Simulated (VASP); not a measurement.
# AlSi4NO8 in VASP: notebook, part 2 of 2

VASP 6.6.1. Earlier steps stand in the parts before.

## Step 3: Single point, PBE

Contents of INCAR:

```
SYSTEM = AlSi4NO8
PREC     = Accurate       ! precision mode
ENCUT    = 520            ! plane-wave cutoff, eV
EDIFF    = 1E-7           ! SCF threshold, eV
ISMEAR   = -1             ! smearing method
SIGMA    = 0.2482         ! smearing width, eV
LREAL    = .False.        ! projectors in reciprocal space
LASPH    = .True.         ! aspherical terms in the spheres
NELM     = 80             ! most SCF steps
ALGO     = Normal         ! electronic algorithm
ISIF     = 2              ! what is computed and relaxed
LWAVE    = .False.        ! write WAVECAR
LCHARG   = .False.        ! write CHGCAR
GGA      = PE             ! functional
NBANDS   = 49             ! bands
ISYM     = 0
```

Contents of KPOINTS:

```
Automatic mesh
0
Gamma
  1 1 1
  0.25 0.25 0.25
```

Contents of POSCAR:

```
AlSi4NO8
1.0
    5.7572110000     -0.1084800000      0.0355500000
   -0.1084800000      5.9047110000     -0.0767980000
    0.0355500000     -0.0767980000      5.9747940000
Si O Al N
4 8 1 1
Direct
    0.1736395474      0.3668284510      0.3568787151
    0.6651537249      0.3137616949      0.0156547750
    0.0823998794      0.0204133428      0.0744570253
    0.4081791595      0.6936134284      0.7987521168
    0.2171714806     -0.1505373627      0.9089639886
    0.6423533318      0.5822991134      0.9228168781
    0.9206705835      0.5102019951      0.3559466073
    0.5368841487      0.0692541527      1.0619230301
    0.0855500307      1.0913257903      0.3532895585
    0.9528977572      0.2295056599     -0.0214817347
    0.5746828908      0.7688450348      0.5893009507
    0.2413217301      0.5118646654      0.6545136443
    0.6379186941      0.6563425885      0.3476377242
    0.4257481442      0.4169822032      0.2730050698
```

Potentials or basis: VASP PAW PBE potentials, release 64 (Si, O, Al, N).

On the command line:

```bash
cat potpaw_PBE.64/Si/POTCAR potpaw_PBE.64/O/POTCAR potpaw_PBE.64/Al/POTCAR potpaw_PBE.64/N/POTCAR > POTCAR
mpirun -np 1 vasp_std > vasp.out
```

OUTCAR:

```text
SYSTEM = AlSi4NO8
   PREC = Accurate
   ENCUT = 520
   EDIFF = 1E-7
   ISMEAR = -1
   LREAL = .False.
   LASPH = .True.
   NELM = 80
   ISIF = 2
   GGA = PE
   ISYM = 0

 ion  position               nearest neighbor table
   1  0.174  0.367  0.357-  14 1.55   9 1.69   7 1.71  12 1.99   3 2.66  13 3.12
   2  0.665  0.314  0.016-   8 1.63   6 1.70  10 1.76  14 2.14  13 2.80   3 3.04   4 3.06
   3  0.082  0.020  0.074-  10 1.59   5 1.61   9 1.71   1 2.66   2 3.04
   4  0.408  0.694  0.799-   5 1.59  11 1.63  12 1.65   6 1.71  13 2.99   2 3.06
   5  0.217  0.849  0.909-   4 1.59   3 1.61
   6  0.642  0.582  0.923-   2 1.70   4 1.71  13 2.56
   7  0.921  0.510  0.356-   1 1.71  13 1.87
   8  0.537  0.069  0.062-   2 1.63
   9  0.086  0.091  0.353-   1 1.69   3 1.71
  10  0.953  0.230  0.979-   3 1.59   2 1.76
  11  0.575  0.769  0.589-  13 1.62   4 1.63
  12  0.241  0.512  0.655-   4 1.65   1 1.99
  13  0.638  0.656  0.348-  11 1.62   7 1.87  14 1.88   6 2.56   2 2.80   4 2.99   1 3.12
  14  0.426  0.417  0.273-   1 1.55  13 1.88   2 2.14

IMPORTANT INFORMATION: All symmetrisations will be switched off!
NOSYMM: (Re-)initialisation of all symmetry stuff for point group C_1.

----------------------------------------------------------------------------------------

                                     Primitive cell

  volume of cell :     203.0000

  direct lattice vectors                    reciprocal lattice vectors
     5.757211000 -0.108480000  0.035550000     0.173761254  0.003179387 -0.000993012
    -0.108480000  5.904711000 -0.076798000     0.003179387  0.169442791  0.002159044
     0.035550000 -0.076798000  5.974794000    -0.000993012  0.002159044  0.167403447

  length of vectors
     5.758342662  5.906206721  5.975393299     0.173793176  0.169486369  0.167420314

  position of ions in fractional coordinates (direct lattice)
     0.173639547  0.366828451  0.356878715
     0.665153725  0.313761695  0.015654775
     0.082399879  0.020413343  0.074457025
     0.408179160  0.693613428  0.798752117
     0.217171481  0.849462637  0.908963989
     0.642353332  0.582299113  0.922816878
     0.920670583  0.510201995  0.355946607
     0.536884149  0.069254153  0.061923030
     0.085550031  0.091325790  0.353289559
     0.952897757  0.229505660  0.978518265
     0.574682891  0.768845035  0.589300951
     0.241321730  0.511864665  0.654513644
     0.637918694  0.656342589  0.347637724
     0.425748144  0.416982203  0.273005070

  ion indices of the primitive-cell ions
   primitive index   ion index
                 1           1
                 2           2
                 3           3
                 4           4
                 5           5
                 6           6
                 7           7
                 8           8
                 9           9
                10          10
                11          11
                12          12
                13          13
                14          14

----------------------------------------------------------------------------------------

 KPOINTS: Automatic mesh

Automatic generation of k-mesh.
 Grid dimensions read from file:
 generate k-points for:    1    1    1

 Generating k-lattice:

  Cartesian coordinates                     Fractional coordinates (reciprocal lattice)
     0.173761254  0.003179387 -0.000993012     1.000000000 -0.000000000  0.000000000
     0.003179387  0.169442791  0.002159044    -0.000000000  1.000000000 -0.000000000
    -0.000993012  0.002159044  0.167403447    -0.000000000  0.000000000  1.000000000

  Length of vectors
     0.173793176  0.169486369  0.167420314

  Shift w.r.t. Gamma in fractional coordinates (k-lattice)
     0.250000000  0.250000000  0.250000000

 Subroutine IBZKPT returns following result:
 ===========================================

 Found      1 irreducible k-points:

 Following reciprocal coordinates:
            Coordinates               Weight
  0.250000  0.250000  0.250000      2.000000
   k-points           NKPTS =      1   k-points in BZ     NKDIM =      1   number of bands    NBANDS=     49
   number of dos      NEDOS =    301   number of ions     NIONS =     14
   total plane-waves  NPLWV = 110592
   dimension x,y,z NGX =    48 NGY =   48 NGZ =   48
   dimension x,y,z NGXF=    96 NGYF=   96 NGZF=   96
   ions per type =               4   8   1   1
   NGX,Y,Z   is equivalent  to a cutoff of  13.86, 13.51, 13.35 a.u.
   NGXF,Y,Z  is equivalent  to a cutoff of  27.72, 27.02, 26.71 a.u.
 SYSTEM =  AlSi4NO8
   PREC   = accura    normal or accurate (medium, high low for compatibility)
   ISTART =      0    job   : 0-new  1-cont  2-samecut
   ICHARG =      2    charge: 1-file 2-atom 10-const
   ISPIN  =      1    spin polarized calculation?
   LNONCOLLINEAR =      F non collinear calculations
   LSORBIT =      F    spin-orbit coupling
   LASPH  =      T    aspherical Exc in radial PAW
   ENCUT  =  520.0 eV  38.22 Ry    6.18 a.u.  10.71 10.98 11.11*2*pi/ulx,y,z
   NELM   =     80;   NELMIN=  2; NELMDL= -5     # of ELM steps
   EDIFF  = 0.1E-06   stopping-criterion for ELM
   LREAL  =      F    real-space projection
   EDIFFG = 0.1E-05   stopping-criterion for IOM
   NSW    =      0    number of steps for IOM
   IBRION =     -1    ionic relax: 0-MD 1-quasi-New 2-CG
   NFREE  =      0    steps in history (QN), initial steepest desc. (CG)
   ISIF   =      2    stress and relaxation
   ISYM   =      0    0-nonsym 1-usesym 2-fastsym
   POTIM  = 0.5000    time-step for ionic-motion
   TEBEG  =    0.0;   TEEND  =   0.0 temperature during run
   PSTRESS=    0.0 pullay stress
   NELECT =      72.0000    total number of electrons
   NUPDOWN=      -1.0000    fix difference up-down
   EMIN   =  10.00;   EMAX   =-10.00  energy-range for DOS
   EFERMI =   0.00;   METHOD = LEGACY
   ISMEAR =    -1;   SIGMA  =   0.25  broadening in eV -4-tet -1-fermi 0-gaus
   EFERMI_NEDOS =   21; number of points for ismear=-14 and -15
   IALGO  =     38    algorithm
   IMIX   =      4    mixing-type and parameters
     AMIX     =   0.40;   BMIX     =  1.00
     AMIX_MAG =   1.60;   BMIX_MAG =  1.00
  volume/ion in A,a.u.               =      14.50        97.85
  Fermi-wavevector in a.u.,A,eV,Ry     =   1.158832  2.189874 18.271136  1.342891
  Thomas-Fermi vector in A             =   2.295430
   LORBIT       =      0    0 simple, 1 ext, 2 COOP (PROOUT), +10 PAW based schemes
   GGA     = PE    functional components
   LHFCALC =     F    Hartree Fock is set to
   AEXX    =    0.0000 exact exchange contribution
   IVDW    =     0    specifies the selected vdW correction
   LEPSILON=     F    determine dielectric tensor
   LRPA    =     F    only Hartree local field effects (RPA)
 non-spin polarized calculation
  energy-cutoff  :      520.00
  volume of cell :      203.00
 maximum number of plane-waves:      5470
 NGX is ok and might be reduce to    42
   NGX = 21   NGY = 21   NGZ = 23

 number of electron      71.9999993 magnetization

 Free energy of the ion-electron system (eV)
  ---------------------------------------------------
  ext. energy  EPLUGINS =         0.00000000
  ---------------------------------------------------
  free energy    TOTEN  =       -97.40388317 eV

  energy without entropy =      -97.13395555  energy(sigma->0) =      -97.26891936

 E-fermi :   2.8542     XC(G=0):  -8.7126

 val. band max:        2.1670870204   @ k =   0.2500   0.2500   0.2500
 cond. band min:       3.4982432161   @ k =   0.2500   0.2500   0.2500
 fundamental gap:      1.3311561957
 Fermi energy:         2.8542195139

 k-point     1 :       0.2500    0.2500    0.2500
  band No.  band energies     occupation
      1     -19.0277      2.00000
      2     -18.4354      2.00000
      3     -17.9137      2.00000
      4     -17.5648      2.00000
      5     -16.1727      2.00000
      6     -15.6942      2.00000
[... 40 lines left out ...]
     47       9.7728      0.00000
     48      10.0610      0.00000
 [bands above 48 left out]

------------------------ aborting loop because EDIFF is reached ----------------------------------------

  FORCE on cell =-STRESS in cart. coord.  units (eV):
  Direction    XX          YY          ZZ          XY          YZ          ZX
  --------------------------------------------------------------------------------------
  -------------------------------------------------------------------------------------
  Total       -7.9732995     -4.2780760     -1.0007401      5.6395005     -1.3085608     -3.2527285
  in kB      -62.9292605    -33.7647117     -7.8983407     44.5097538    -10.3278155    -25.6721575
  external PRESSURE =     -34.8641043 kB  Pullay stress =       0.0000000 kB

 VOLUME and BASIS-vectors are now :
 -----------------------------------------------------------------------------
  energy-cutoff  :      520.00
  volume of cell :      203.00
      direct lattice vectors                 reciprocal lattice vectors
     5.757211000 -0.108480000  0.035550000     0.173761254  0.003179387 -0.000993012
    -0.108480000  5.904711000 -0.076798000     0.003179387  0.169442791  0.002159044
     0.035550000 -0.076798000  5.974794000    -0.000993012  0.002159044  0.167403447

 POSITION                                       TOTAL-FORCE (eV/Angst)
 -----------------------------------------------------------------------------------
      0.97257      2.11977      2.11028        -4.319656      2.828795      5.461636
      3.79595      1.77931      0.09308        -1.260277     -0.539892      2.770296
      0.47483      0.10588      0.44623         1.531720      0.230716      1.234982
      2.30313      3.98997      4.73362         1.208132     -2.593891     -4.064911
      1.19047      4.92247      5.37336        -2.745491      1.174839      1.830015
      3.66780      3.29776      5.49176         0.277847     -1.781059      1.431881
      5.25780      2.88539      2.12026        -0.231547      0.175802     -1.536111
      3.08564      0.34593      0.38374         0.811767      0.013706     -1.104609
      0.49518      0.50284      2.10686         0.540885     -1.184623     -1.814571
      5.49592      1.17665      5.86270        -1.411235      0.931004     -1.245564
      3.24612      4.43221      3.48234        -0.206379      3.507804      1.471482
      1.35708      2.94597      3.87985        -0.814426     -1.789371      0.052973
      3.61379      3.77961      2.04934         1.131834     -3.011478     -1.230815
      2.41559      2.39501      1.61426         5.486825      2.037648     -3.256684
 -----------------------------------------------------------------------------------
    total drift:                               -0.000496     -0.001394      0.000081

  FREE ENERGIE OF THE ION-ELECTRON SYSTEM (eV)
  ---------------------------------------------------
  free  energy   TOTEN  =       -97.4038831693 eV

  energy  without entropy=      -97.1339555511  energy(sigma->0) =      -97.26891936
```

Run time: 46 s. Hardware: 1 thread of Intel Xeon 8259CL, shared host; peak memory 0.32 GiB.

Results:

| Property | Result |
| --- | --- |
| Free energy | -97.4039 eV |
| Pressure | -3.5 GPa |
| Largest force | 7.516 eV/Å |
| Band gap on the k mesh | 1.33 eV |

Forces in eV/Å, atoms in the order of the input:
```
Si  -4.320  2.829  5.462
Si  -1.260 -0.540  2.770
Si   1.532  0.231  1.235
Si   1.208 -2.594 -4.065
O   -2.745  1.175  1.830
O    0.278 -1.781  1.432
O   -0.232  0.176 -1.536
O    0.812  0.014 -1.105
O    0.541 -1.185 -1.815
O   -1.411  0.931 -1.246
O   -0.206  3.508  1.471
O   -0.814 -1.789  0.053
Al   1.132 -3.011 -1.231
N    5.487  2.038 -3.257
```

Stress tensor (GPa, compression positive):
```
-6.29  4.45 -2.57
 4.45 -3.38 -1.03
-2.57 -1.03 -0.79
```

Caveat: the k points lie up to 1.09 Å⁻¹ apart.
